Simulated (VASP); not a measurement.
# IrSe (Fm-3m) in VASP: notebook

Runs on IrSe. Level: r2SCAN. Tasks: single point.

Everything below comes from runs of VASP 6.6.1. Logs are shortened: lines on timing, memory, paths and dates and some standing lists are left out, and cuts for length are marked.

## Step 1: The cell of the first run

The structure is cubic, space group Fm-3m (No. 225). Conventional cell: a = 5.152 Å, b = 5.152 Å, c = 5.152 Å, α = 90.00°, β = 90.00°, γ = 90.00°. Ir (site symmetry m-3m) has 6 Se at 2.58 Å within 3.4 Å. Within 3.4 Å of Se (site symmetry m-3m) lie 6 Ir at 2.58 Å.

## Step 2: Single point, r2SCAN

The input, POSCAR:

```
IrSe
1.0
    0.0000000000      2.5759288615      2.5759288615
    2.5759288615      0.0000000000      2.5759288615
    2.5759288615      2.5759288615      0.0000000000
Ir Se
1 1
Direct
    0.5000000000      0.5000000000      0.5000000000
    0.0000000000      0.0000000000      0.0000000000
```

The input, INCAR.step1:

```
PREC = Accurate
ENCUT = 520
ISMEAR = 0
SIGMA = 0.05
LREAL = False
LASPH = True
NELM = 80
NBANDS = 14
GGA = PE
ALGO = Normal
EDIFF = 1E-4
LWAVE = True
LCHARG = False
```

The input, INCAR.step2:

```
PREC = Accurate
ENCUT = 520
EDIFF = 1E-6
ISMEAR = 0
SIGMA = 0.05
LREAL = False
LASPH = True
NELM = 80
ALGO = Normal
ISIF = 2
LWAVE = False
LCHARG = False
METAGGA = R2SCAN
LMIXTAU = True
NBANDS = 14
ISTART = 1
```

The input, KPOINTS:

```
Automatic mesh
0
Gamma
  12 12 12
```

Potentials or basis: VASP PAW PBE potentials, release 64 (Ir, Se).

Started as:

```console
> cat potpaw_PBE.64/Ir/POTCAR potpaw_PBE.64/Se/POTCAR > POTCAR
> cp INCAR.step1 INCAR
> mpirun -np 1 vasp_std > vasp.out
> cp INCAR.step2 INCAR
> mpirun -np 1 vasp_std > vasp.out
```

OUTCAR:

```text
PREC = Accurate
   ENCUT = 520
   EDIFF = 1E-6
   ISMEAR = 0
   LREAL = False
   LASPH = True
   NELM = 80
   ISIF = 2
   METAGGA = R2SCAN
   ISTART = 1

 ion  position               nearest neighbor table
   1  0.500  0.500  0.500-   2 2.58   2 2.58   2 2.58   2 2.58   2 2.58   2 2.58
   2  0.000  0.000  0.000-   1 2.58   1 2.58   1 2.58   1 2.58   1 2.58   1 2.58

  LATTYP: Found a face centered cubic cell.
 ALAT       =     5.1518577230

  Lattice vectors:

 A1 = (   0.0000000000,   2.5759288615,   2.5759288615)
 A2 = (   2.5759288615,   0.0000000000,   2.5759288615)
 A3 = (   2.5759288615,   2.5759288615,   0.0000000000)

Analysis of symmetry for initial positions (statically):
=====================================================================
 Subroutine PRICEL returns:
 Original cell was already a primitive cell.

 Routine SETGRP: Setting up the symmetry group for a
 face centered cubic supercell.

 Subroutine GETGRP returns: Found 48 space group operations
 (whereof 48 operations were pure point group operations)
 out of a pool of 48 trial point group operations.

The static configuration has the point symmetry O_h .

Analysis of symmetry for dynamics (positions and initial velocities):
=====================================================================
 Subroutine PRICEL returns:
 Original cell was already a primitive cell.

 Routine SETGRP: Setting up the symmetry group for a
 face centered cubic supercell.

 Subroutine GETGRP returns: Found 48 space group operations
 (whereof 48 operations were pure point group operations)
 out of a pool of 48 trial point group operations.

The dynamic configuration has the point symmetry O_h .

 Subroutine INISYM returns: Found 48 space group operations
 (whereof 48 operations are pure point group operations),
 and found     1 'primitive' translations

----------------------------------------------------------------------------------------

                                     Primitive cell

  volume of cell :      34.1847

  direct lattice vectors                    reciprocal lattice vectors
     0.000000000  2.575928862  2.575928862    -0.194104739  0.194104739  0.194104739
     2.575928862  0.000000000  2.575928862     0.194104739 -0.194104739  0.194104739
     2.575928862  2.575928862  0.000000000     0.194104739  0.194104739 -0.194104739

  length of vectors
     3.642913532  3.642913532  3.642913532     0.336199270  0.336199270  0.336199270

  position of ions in fractional coordinates (direct lattice)
     0.500000000  0.500000000  0.500000000
     0.000000000  0.000000000  0.000000000

  ion indices of the primitive-cell ions
   primitive index   ion index
                 1           1
                 2           2

----------------------------------------------------------------------------------------

 KPOINTS: Automatic mesh

Automatic generation of k-mesh.
 Grid dimensions read from file:
 generate k-points for:   12   12   12

 Generating k-lattice:

  Cartesian coordinates                     Fractional coordinates (reciprocal lattice)
    -0.016175395  0.016175395  0.016175395     0.083333333  0.000000000  0.000000000
     0.016175395 -0.016175395  0.016175395     0.000000000  0.083333333  0.000000000
     0.016175395  0.016175395 -0.016175395     0.000000000  0.000000000  0.083333333

  Length of vectors
     0.028016606  0.028016606  0.028016606

  Shift w.r.t. Gamma in fractional coordinates (k-lattice)
     0.000000000  0.000000000  0.000000000

 Subroutine IBZKPT returns following result:
 ===========================================

 Found     72 irreducible k-points:

 Following reciprocal coordinates:
            Coordinates               Weight
  0.000000  0.000000  0.000000      1.000000
  0.083333  0.000000  0.000000      8.000000
  0.166667  0.000000  0.000000      8.000000
  0.250000  0.000000  0.000000      8.000000
  0.333333  0.000000  0.000000      8.000000
  0.416667  0.000000  0.000000      8.000000
[... 16 lines left out ...]
  0.500000  0.166667  0.000000     24.000000
 -0.416667  0.166667  0.000000     24.000000
 [... further k-points ...]
   k-points           NKPTS =     72   k-points in BZ     NKDIM =     72   number of bands    NBANDS=     14
   number of dos      NEDOS =    301   number of ions     NIONS =      2
   total plane-waves  NPLWV =  21952
   dimension x,y,z NGX =    28 NGY =   28 NGZ =   28
   dimension x,y,z NGXF=    56 NGYF=   56 NGZF=   56
   ions per type =               1   1
   NGX,Y,Z   is equivalent  to a cutoff of  12.78, 12.78, 12.78 a.u.
   NGXF,Y,Z  is equivalent  to a cutoff of  25.56, 25.56, 25.56 a.u.
 SYSTEM =  unknown system
   PREC   = accura    normal or accurate (medium, high low for compatibility)
   ISTART =      1    job   : 0-new  1-cont  2-samecut
   ICHARG =      0    charge: 1-file 2-atom 10-const
   ISPIN  =      1    spin polarized calculation?
   LNONCOLLINEAR =      F non collinear calculations
   LSORBIT =      F    spin-orbit coupling
   LASPH  =      T    aspherical Exc in radial PAW
   ENCUT  =  520.0 eV  38.22 Ry    6.18 a.u.   6.77  6.77  6.77*2*pi/ulx,y,z
   NELM   =     80;   NELMIN=  2; NELMDL=  0     # of ELM steps
   EDIFF  = 0.1E-05   stopping-criterion for ELM
   LREAL  =      F    real-space projection
   EDIFFG = 0.1E-04   stopping-criterion for IOM
   NSW    =      0    number of steps for IOM
   IBRION =     -1    ionic relax: 0-MD 1-quasi-New 2-CG
   NFREE  =      0    steps in history (QN), initial steepest desc. (CG)
   ISIF   =      2    stress and relaxation
   ISYM   =      2    0-nonsym 1-usesym 2-fastsym
   POTIM  = 0.5000    time-step for ionic-motion
   TEBEG  =    0.0;   TEEND  =   0.0 temperature during run
   PSTRESS=    0.0 pullay stress
   NELECT =      15.0000    total number of electrons
   NUPDOWN=      -1.0000    fix difference up-down
   EMIN   =  10.00;   EMAX   =-10.00  energy-range for DOS
   EFERMI =   0.00;   METHOD = LEGACY
   ISMEAR =     0;   SIGMA  =   0.05  broadening in eV -4-tet -1-fermi 0-gaus
   EFERMI_NEDOS =   21; number of points for ismear=-14 and -15
   IALGO  =     38    algorithm
   IMIX   =      4    mixing-type and parameters
     AMIX     =   0.40;   BMIX     =  1.00
     AMIX_MAG =   1.60;   BMIX_MAG =  1.00
  volume/ion in A,a.u.               =      17.09       115.34
  Fermi-wavevector in a.u.,A,eV,Ry     =   1.244022  2.350861 21.056250  1.547591
  Thomas-Fermi vector in A             =   2.378307
   LORBIT       =      0    0 simple, 1 ext, 2 COOP (PROOUT), +10 PAW based schemes
   METAGGA = R2SCAN    functional components
   LHFCALC =     F    Hartree Fock is set to
   AEXX    =    0.0000 exact exchange contribution
   IVDW    =     0    specifies the selected vdW correction
   LEPSILON=     F    determine dielectric tensor
   LRPA    =     F    only Hartree local field effects (RPA)
 non-spin polarized calculation
 Gauss-broadening in eV      SIGMA  =   0.05
  energy-cutoff  :      520.00
  volume of cell :       34.18
 maximum number of plane-waves:       941
   NGX = 13   NGY = 13   NGZ = 13

 number of electron      15.0000000 magnetization

 Free energy of the ion-electron system (eV)
  ---------------------------------------------------
  ext. energy  EPLUGINS =         0.00000000
  ---------------------------------------------------
  free energy    TOTEN  =       -65.85133508 eV

  energy without entropy =      -65.84864908  energy(sigma->0) =      -65.84999208

 E-fermi :   7.3974     XC(G=0): -12.7138

 val. band max:        7.3922892277   @ k =   0.4167   0.2500   0.0833
 cond. band min:       7.4073147238   @ k =  -0.3333   0.3333   0.0833
 fundamental gap:      0.0150254961
 Fermi energy:         7.3973805090

 k-point     1 :       0.0000    0.0000    0.0000
  band No.  band energies     occupation
      1      -9.1631      2.00000
      2       4.5388      2.00000
      3       4.5388      2.00000
      4       4.5388      2.00000
      5       4.8124      2.00000
      6       4.8125      2.00000
      7       5.6161      2.00000
      8       5.6161      2.00000
      9       5.6161      2.00000
     10      10.0694      0.00000
     11      17.7564      0.00000
     12      20.3698      0.00000
     13      20.3699      0.00000
     14      20.3699      0.00000

 k-point     2 :       0.0833    0.0000    0.0000
  band No.  band energies     occupation
      1      -9.0679      2.00000
      2       3.9872      2.00000
      3       4.0430      2.00000
      4       4.0430      2.00000
      5       4.6601      2.00000
      6       4.6601      2.00000
      7       5.5831      2.00000
      8       6.4711      2.00000
      9       6.4711      2.00000
     10      10.7220      0.00000
     11      17.5998      0.00000
     12      19.8256      0.00000
     13      19.9742      0.00000
     14      19.9742      0.00000

 k-point     3 :       0.1667    0.0000    0.0000
  band No.  band energies     occupation
      1      -8.7922      2.00000
      2       2.7320      2.00000
      3       3.1760      2.00000
      4       3.1760      2.00000
      5       4.8777      2.00000
      6       4.8777      2.00000
      7       5.6417      2.00000
      8       7.7160      0.00000
      9       7.7161      0.00000
     10      12.0515      0.00000
     11      16.7240      0.00000
     12      18.7926      0.00000
     13      18.7926      0.00000
     14      19.7116      0.00000

 k-point     4 :       0.2500    0.0000    0.0000
  band No.  band energies     occupation
      1      -8.3694      2.00000
      2       1.3420      2.00000
      3       2.4623      2.00000
      4       2.4623      2.00000
      5       5.2088      2.00000
      6       5.2088      2.00000
      7       5.8188      2.00000
      8       9.0055      0.00000
      9       9.0055      0.00000
     10      12.9347      0.00000
     11      16.0204      0.00000
     12      17.3138      0.00000
     13      17.3138      0.00000
     14      20.2597      0.00000

 k-point     5 :       0.3333    0.0000    0.0000
  band No.  band energies     occupation
      1      -7.8702      2.00000
      2       0.0956      2.00000
      3       1.9390      2.00000
      4       1.9390      2.00000
      5       5.5794      2.00000
      6       5.5794      2.00000
      7       6.0913      2.00000
      8      10.2343      0.00000
      9      10.2344      0.00000
     10      12.3704      0.00000
     11      15.9084      0.00000
[... 276 lines left out ...]
 k-point    22 :       0.4167    0.1667    0.0000
  band No.  band energies     occupation
      1      -7.6409      2.00000
      2      -0.0506      2.00000
      3       1.7732      2.00000
      4       2.2192      2.00000
      5       5.0780      2.00000
      6       5.9857      2.00000
      7       6.4356      2.00000
      8       8.7162      0.00000
      9       9.9896      0.00000
     10      12.7342      0.00000
     11      14.2082      0.00000
     12      17.0829      0.00000
     13      17.7574      0.00000
     14      21.5380      0.00000

 k-point    23 :       0.5000    0.1667    0.0000
  band No.  band energies     occupation
      1      -7.3413      2.00000
      2      -0.5250      2.00000
      3       1.5130      2.00000
      4       1.8457      2.00000
      5       5.5062      2.00000
      6       6.0870      2.00000
      7       6.4368      2.00000
      8       9.6866      0.00000
      9       9.7424      0.00000
     10      12.5470      0.00000
     11      14.1732      0.00000
     12      16.5198      0.00000
     13      17.9278      0.00000
     14      22.4489      0.00000

 k-point    24 :      -0.4167    0.1667    0.0000
  band No.  band energies     occupation
      1      -7.2765      2.00000
      2      -0.6554      2.00000
      3       1.5534      2.00000
      4       1.6563      2.00000
      5       5.8758      2.00000
      6       5.9453      2.00000
      7       6.3577      2.00000
      8       9.1261      0.00000
      9      10.6968      0.00000
     10      12.3392      0.00000
     11      14.8199      0.00000
     12      15.9500      0.00000
     13      17.7173      0.00000
     14      21.3725      0.00000

 [... further k-points ...]
[... 5 lines left out ...]
  --------------------------------------------------------------------------------------
  -------------------------------------------------------------------------------------
  Total        0.1515869      0.1515869      0.1515869      0.0000000      0.0000000     -0.0000000
  in kB        7.1046157      7.1046157      7.1046157      0.0000000      0.0000000     -0.0000000
  external PRESSURE =       7.1046157 kB  Pullay stress =       0.0000000 kB

 VOLUME and BASIS-vectors are now :
 -----------------------------------------------------------------------------
  energy-cutoff  :      520.00
  volume of cell :       34.18
      direct lattice vectors                 reciprocal lattice vectors
     0.000000000  2.575928862  2.575928862    -0.194104739  0.194104739  0.194104739
     2.575928862  0.000000000  2.575928862     0.194104739 -0.194104739  0.194104739
     2.575928862  2.575928862  0.000000000     0.194104739  0.194104739 -0.194104739

 POSITION                                       TOTAL-FORCE (eV/Angst)
 -----------------------------------------------------------------------------------
      2.57593      2.57593      2.57593        -0.000000      0.000000      0.000000
      0.00000      0.00000      0.00000         0.000000     -0.000000     -0.000000
 -----------------------------------------------------------------------------------
    total drift:                                0.000000      0.000000      0.000000

  FREE ENERGIE OF THE ION-ELECTRON SYSTEM (eV)
  ---------------------------------------------------
  free  energy   TOTEN  =       -65.8513350801 eV

  energy  without entropy=      -65.8486490835  energy(sigma->0) =      -65.84999208
```

Run time: 1.7 min. Hardware: 1 thread of Intel Xeon Platinum 8559C (Emerald Rapids), shared host; peak memory 0.19 GiB.

Results:

* Free energy: -65.8513 eV
* Pressure: 0.7 GPa

Caveat: the PAW data sets were made with another functional, which shifts forces and pressure a little; spin-orbit coupling is left out, which moves the levels of the heavy elements.

## Step 3: Single point, r2SCAN

This run uses another cell than the first one, of 17.45 Å³/atom, 1.021 times its volume.

The input, POSCAR:

```
IrSe
1.0
    0.0000000000      2.5939829932      2.5939829932
    2.5939829932      0.0000000000      2.5939829932
    2.5939829932      2.5939829932      0.0000000000
Ir Se
1 1
Direct
    0.5000000000      0.5000000000      0.5000000000
    0.0000000000      0.0000000000      0.0000000000
```

The input, INCAR.step1:

```
ALGO     = Normal         # electronic algorithm
EDIFF    = 1E-4           # SCF threshold, eV
ENCUT    = 520            # plane-wave cutoff, eV
GGA      = PE             # functional
ISMEAR   = 0              # smearing method
LASPH    = True           # aspherical terms in the spheres
LCHARG   = False          # write CHGCAR
LREAL    = False          # projectors in reciprocal space
LWAVE    = True           # write WAVECAR
NBANDS   = 14             # bands
NELM     = 60             # most SCF steps
PREC     = Accurate       # precision mode
SIGMA    = 0.05           # smearing width, eV
```

The input, INCAR.step2:

```
ALGO     = Normal         # electronic algorithm
EDIFF    = 1E-7           # SCF threshold, eV
ENCUT    = 520            # plane-wave cutoff, eV
ISIF     = 2              # what is computed and relaxed
ISMEAR   = 0              # smearing method
ISTART   = 1            
LASPH    = True           # aspherical terms in the spheres
LCHARG   = False          # write CHGCAR
LMIXTAU  = True         
LREAL    = False          # projectors in reciprocal space
LWAVE    = False          # write WAVECAR
METAGGA  = R2SCAN         # meta-GGA
NBANDS   = 14             # bands
NELM     = 60             # most SCF steps
PREC     = Accurate       # precision mode
SIGMA    = 0.05           # smearing width, eV
```

The input, KPOINTS:

```
k-points
0
Gamma
  12 12 12
```

Potentials or basis: VASP PAW PBE potentials, release 64 (Ir, Se).

Started as:

```console
> cat potpaw_PBE.64/Ir/POTCAR potpaw_PBE.64/Se/POTCAR > POTCAR
> cp INCAR.step1 INCAR
> mpirun -np 1 vasp_std > vasp.out
> cp INCAR.step2 INCAR
> mpirun -np 1 vasp_std > vasp.out
```

Run time: 84 s. Hardware: 1 thread of Intel Xeon Platinum 8559C (Emerald Rapids), shared host; peak memory 0.19 GiB.

It converged, with:

* Free energy: -65.8467 eV
* Pressure: -2.8 GPa

Levels at points of the mesh, in eV from the Fermi level:
| k point | band 6 | band 7 | band 8 | band 9 | band 10 | band 11 |
| --- | --- | --- | --- | --- | --- | --- |
| (0.00, 0.00, 0.00) | -2.48 | -1.75 | -1.75 | -1.75 | 2.51 | 10.41 |
| (0.50, 0.00, 0.00) | -1.34 | -0.85 | 3.76 | 4.22 | 4.22 | 6.85 |
| (0.50, 0.50, 0.00) | -1.82 | -0.90 | -0.90 | -0.28 | 1.21 | 9.96 |

Caveat: the PAW data sets were made with another functional, which shifts forces and pressure a little; spin-orbit coupling is left out, which moves the levels of the heavy elements.
